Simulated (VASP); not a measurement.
TiC: single point with r2SCAN

TiC:

```xyz
2
Lattice="0.0000 2.1657 2.1657 2.1657 0.0000 2.1657 2.1657 2.1657 0.0000" Properties=species:S:1:pos:R:3 pbc="T T T"
Ti    0.0000    0.0000    0.0000
C     2.1657    2.1657    2.1657
```

```json
{
  "Program": "VASP 6.6.1",
  "Task": "single point",
  "Functional": "r2SCAN",
  "Potentials or basis": "VASP PAW PBE potentials, release 64 (Ti_sv, C)",
  "Cutoff": "520 eV",
  "k mesh": "6 × 6 × 6",
  "Occupations": "fermi-dirac, width 0.05 eV",
  "Spin": "no spin polarisation",
  "Dipole correction": "no",
  "Further INCAR settings": "ALGO = Normal; EDIFF = 1e-06; NBANDS = 15"
}
```

```
Pressure               : 0.4 GPa
Band gap on the k mesh : zero (bands 8 and 9 overlap by 1.28 eV)
```

Levels at points of the mesh, in eV from the Fermi level:
| k point | band 5 | band 6 | band 7 | band 8 | band 9 | band 10 | band 11 | band 12 |
| --- | --- | --- | --- | --- | --- | --- | --- | --- |
| (0.00, 0.00, 0.00) | -13.05 | 1.01 | 1.01 | 1.01 | 1.82 | 1.82 | 1.82 | 1.86 |
| (0.50, 0.00, 0.00) | -9.54 | -5.94 | -2.98 | -2.98 | 3.28 | 3.28 | 4.52 | 8.67 |
| (0.50, 0.50, 0.00) | -10.78 | -3.53 | -1.37 | 0.01 | 0.01 | 2.88 | 3.91 | 3.91 |

Run time: 30 s on 1 thread of AMD EPYC 7R43 64-Core Processor (Zen 3), on a shared host, peak memory 0.11 GiB.

Caveat: the k points lie up to 0.42 Å⁻¹ apart, too coarse for converged energies and pressures of a metal; the PAW data sets were made with another functional, which shifts forces and pressure a little.
